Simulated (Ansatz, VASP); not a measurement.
Two plane-wave programs on Ca

```
Ca
1.0
    -2.27360    2.27360    2.20640
     2.27360   -2.27360    2.20640
     2.27360    2.27360   -2.20640
Ca
1
Cartesian
  0.0000 0.0000 0.0000
```

Change from the starting cell: strain +0.015 along x and y, -0.015 along z, atoms carried along.

Alike in both runs: task single point; functional r2SCAN; k mesh 16 × 16 × 16; occupations gaussian, width 0.15 eV; no spin polarisation.

```csv
,VASP,Ansatz
version,VASP 6.6.1,Ansatz 0.2.0
potentials or method,"VASP PAW PBE potentials, release 64 (Ca_sv), cutoff 520 eV","scalar-relativistic, plane waves, PAW"
valence electrons in the cell,10,10
```

|  | VASP | Ansatz | Ansatz less VASP |
| --- | --- | --- | --- |
| gap on the k mesh at the Fermi level (eV) | none | none | - |
| pressure (GPa) | -0.8 | -0.9 | -0.03 |

VASP's potentials were made for PBE, not for r2SCAN. A gap of «none» marks a metal or a gap that the smearing closes.
